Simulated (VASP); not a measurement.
A run of VASP 6.6.1:

File INCAR:

```
PREC     = Accurate       # precision mode
ENCUT    = 600            # plane-wave cutoff, eV
EDIFF    = 1E-6           # SCF threshold, eV
ISMEAR   = -1             # smearing method
SIGMA    = 0.05           # smearing width, eV
LREAL    = False          # projectors in reciprocal space
LASPH    = True           # aspherical terms in the spheres
NELM     = 120            # most SCF steps
ALGO     = Normal         # electronic algorithm
ISIF     = 2              # what is computed and relaxed
LWAVE    = False          # write WAVECAR
LCHARG   = False          # write CHGCAR
GGA      = PE             # functional
NBANDS   = 25             # bands
GGA_COMPAT= False
```

File KPOINTS:

```
regular mesh
0
Gamma
  7 7 5
```

The input POSCAR:

```
CuO
1.0
    3.4220509700     -0.0171102548      0.0000000000
   -0.0171102548      3.4220509700      0.0000000000
    0.0000000000      0.0000000000      4.2604614800
Cu O
2 2
Direct
    0.0000000000      0.5000000000      0.0000000000
    0.5000000000      0.0000000000      0.5000000000
    0.0000000000      0.0000000000      0.2500000000
    0.0000000000      0.0000000000      0.7500000000
```

Potentials or basis: VASP PAW PBE potentials, release 64 (Cu, O).

Launch:

```bash
$ cat potpaw_PBE.64/Cu/POTCAR potpaw_PBE.64/O/POTCAR > POTCAR
$ mpirun -np 1 vasp_std > vasp.out
```

Hardware: 1 thread of Intel(R) Xeon(R) Platinum 8559C (Emerald Rapids), on a shared host.

How long does it take, and how much memory?

It took 37 s on 1 thread of Intel(R) Xeon(R) Platinum 8559C (Emerald Rapids), on a shared host, peak memory 0.21 GiB. Counts: scf iterations 15, k points 48.
